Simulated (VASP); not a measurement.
The system is Ba2C.

```
C Ba
1.0
     0.00000    3.50665    3.50665
     3.50665    0.00000    3.50665
     3.50665    3.50665    0.00000
C Ba
1 2
Cartesian
  0.0000 0.0000 0.0000
  1.7533 1.7533 1.7533
  5.2600 5.2600 5.2600
```

Program: VASP 6.6.1. Alike in all runs: task single point; no spin polarisation; cell as given; k mesh 4 × 4 × 4; cutoff (eV) 520; smearing fermi-dirac 0.02 eV.

Problem. Order these runs on this cell by their band gap on the k mesh, lowest first.
A. level LDA; potentials or basis VASP PAW LDA potentials, release 64 (C, Ba_sv)
B. level PBE-based screened hybrid with 100 % exact exchange; potentials or basis VASP PAW PBE potentials, release 64 (C, Ba_sv); grid for exact exchange (PRECFOCK) Normal; share of exact exchange 1; screening parameter 0.2078 1/Å
C. level PBE-based global hybrid with 35 % exact exchange; potentials or basis VASP PAW PBE potentials, release 64 (C, Ba_sv); grid for exact exchange (PRECFOCK) Normal; share of exact exchange 0.35

Solution. A (metal), C (1.05 eV), B (1.70 eV).

Caveats: some runs use coarse meshes; the structure was generated, so it needn't be the stable form of Ba2C; spin-orbit coupling is left out, which moves the levels of the heavy elements.

A k mesh can miss the band edges.
